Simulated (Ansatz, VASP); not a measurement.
## Two plane-wave programs on PtS2

The input POSCAR:

```
PtS2
1.0
    1.7391392326      1.0040925041      5.0958703778
   -1.7391392326      1.0040925041      5.0958703778
    0.0000000000     -2.0081850081      5.0958703778
Pt S
1 2
Direct
   -0.0026256460     -0.0026256460     -0.0026256460
    0.4255983386      0.4255983386      0.4255983386
    0.2436939740      0.2436939740      0.2436939740
```

Contents of INCAR.step1:

```
ALGO = Normal
EDIFF = 1E-4
ENCUT = 520
GGA = PE
ISMEAR = -1
LASPH = T
LCHARG = F
LREAL = F
LWAVE = T
NBANDS = 18
NELM = 60
PREC = Accurate
SIGMA = 0.02
```

The input INCAR.step2:

```
ALGO = Normal
EDIFF = 1E-6
ENCUT = 520
ISIF = 2
ISMEAR = -1
ISTART = 1
LASPH = T
LCHARG = F
LMIXTAU = T
LREAL = F
LWAVE = F
METAGGA = R2SCAN
NBANDS = 18
NELM = 60
PREC = Accurate
SIGMA = 0.02
```

KPOINTS

```
k-points
0
Gamma
  6 6 6
```

Input for Ansatz:

```yaml
crystal:
  lattice:
    - [1.7391392326, 1.0040925041, 5.0958703778]
    - [-1.7391392326, 1.0040925041, 5.0958703778]
    - [0.0, -2.0081850081, 5.0958703778]
  atoms:
    - { symbol: Pt, position: [-0.002625646, -0.002625646, -0.002625646] }
    - { symbol: S, position: [0.4255983386, 0.4255983386, 0.4255983386] }
    - { symbol: S, position: [0.243693974, 0.243693974, 0.243693974] }
kpoints:
  mp_grid: { grid: [6, 6, 6] }
hamiltonian:
  xc: r2scan
scf:
  occupations: { method: fermi_dirac, width: 0.02 }
  n_extra_bands: 4
output:
  forces: true
  stress: true
  eigenvalues: true
basis:
  ecutwfc: 600
```

Alike in both runs: task single point; functional r2SCAN; k mesh 6 × 6 × 6; occupations fermi-dirac, width 0.02 eV; no spin polarisation.

|  | VASP | Ansatz |
| --- | --- | --- |
| version | VASP 6.6.1 | Ansatz 0.2.0 |
| potentials or method | VASP PAW PBE potentials, release 64 (Pt, S), cutoff 520 eV | plane waves |
| valence electrons in the cell | 22 | 30 |

|  | VASP | Ansatz | Ansatz less VASP |
| --- | --- | --- | --- |
| pressure (GPa) | 1.2 | 1.4 | +0.17 |
| traceless stress, the component that is largest in VASP (GPa) | -0.33 | -0.26 | +0.069 |
| rms of the force components (eV/Å) | 0.022 | 0.010 | -0.0120 |

VASP's potentials were made for PBE, not for r2SCAN. Atom by atom the forces differ by 0.015 eV/Å (rms over components). With one functional, cell and mesh, what is left measures potentials, basis and numerics. VASP's potentials hold 22 valence electrons a cell and Ansatz's 30, so a difference there can come from the potentials and not from the codes.

Neither program's run includes spin-orbit coupling.
